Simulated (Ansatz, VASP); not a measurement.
**Two plane-wave programs on Nb2C3**

```
Nb C
1.0
     2.79736   -1.60429    0.02315
     2.79736    1.60429    0.02315
    -1.95860    0.00000    5.75946
Nb C
2 3
Direct
  0.43109 0.43109 0.72254
  0.57028 0.57028 0.27667
  0.00072 0.00072 0.49964
  0.50060 0.00068 0.99961
  0.00068 0.50060 0.99961
```

Change from the starting cell: the structure that the rattled cell fell into.

Alike in both runs: functional PBE; k mesh 6 × 6 × 4; occupations gaussian, width 0.1 eV; no spin polarisation.

Ansatz relaxed the structure, and its values are those at the end. VASP's run is a single point on that final structure, the one shown.

|  | VASP | Ansatz |
| --- | --- | --- |
| version | VASP 6.6.1 | Ansatz 0.2.0 |
| potentials or method | VASP PAW PBE potentials, release 64 (Nb_sv, C), cutoff 520 eV | scalar-relativistic, plane waves, PAW |
| valence electrons in the cell | 38 | 38 |

Ansatz gave:

| Item | Value |
| --- | --- |
| gap on the k mesh at the Fermi level (eV) | none |
| pressure (GPa) | 0.2 |
| rms of the force components (eV/Å) | 0.012 |

What did VASP give for the same quantities?

gap on the k mesh at the Fermi level (eV): none; pressure (GPa): -0.2; rms of the force components (eV/Å): 0.010.

A gap of «none» marks a metal or a gap that the smearing closes. The functional is the same, so the differences come from potentials, cutoffs and numerics.

The k mesh is coarse, so the values compare programs but aren't converged.
